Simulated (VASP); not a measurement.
Set up this calculation in VASP 6.6.1, as the native input.

- Task: relaxation of cell and atoms
- Functional: PBEsol
- Potentials or basis: VASP PAW PBE potentials, release 64 (Zn, O)
- Cutoff: 600 eV
- k mesh: 12 × 12 × 6
- Occupations: gaussian, width 0.02 eV
- Spin: no spin polarisation
- Dipole correction: no
- Further INCAR settings: ALGO = Normal; EDIFF = 1e-06; IBRION = 2; EDIFFG = -0.005; NSW = 100; ISIF = 3

The structure of ZnO lies in POSCAR:

```
ZnO
1.0
    3.2373510235      0.0000000000      0.0000000000
   -1.6186755117      2.8036282273      0.0000000000
    0.0000000000      0.0000000000      5.2220613000
Zn O
2 2
Direct
    0.6666666700      0.3333333300      0.5005917000
    0.3333333300      0.6666666700      0.0005917000
    0.6666666700      0.3333333300      0.8797183000
    0.3333333300      0.6666666700      0.3797183000
```

These files were run (other wordings do the same):

INCAR

```
SYSTEM = ZnO
PREC = Accurate
ENCUT = 600
EDIFF = 1E-6
ISMEAR = 0
SIGMA = 0.02
LREAL = .False.
LASPH = .True.
NELM = 100
ALGO = Normal
ISIF = 3
LWAVE = .False.
LCHARG = .False.
GGA = PS
IBRION = 2
NSW = 100
EDIFFG = -0.005
```

KPOINTS

```
regular mesh
0
Gamma
  12 12 6
  0 0 0
```

Potentials or basis: VASP PAW PBE potentials, release 64 (Zn, O).

Launch:

```bash
$ cat potpaw_PBE.64/Zn/POTCAR potpaw_PBE.64/O/POTCAR > POTCAR
$ mpirun -np 1 vasp_std > vasp.out
```

Results of the run:

| Quantity | Value |
| --- | --- |
| Relaxed volume | 11.84 Å³/atom |
| Relaxed cell | a = 3.236 Å, b = 3.236 Å, c = 5.222 Å, α = 90.00°, β = 90.00°, γ = 120.00° |
| Space group after relaxing (to 0.05 Å) | P6_3mc (No. 186) |
| Energy gained by relaxing | 0.0 meV/atom |
| Ionic steps | 2 |
| Pressure after relaxing | 0.0 GPa |
| Largest force after relaxing | 0.004 eV/Å |
| Band gap on the k mesh | 0.68 eV, direct |

Caveat: the PAW data sets were made with another functional, which shifts forces and pressure a little.

Wall time 94 s on 1 thread of AMD EPYC 7R13 Processor (Zen 3), on a shared host, peak memory 0.2 GiB.
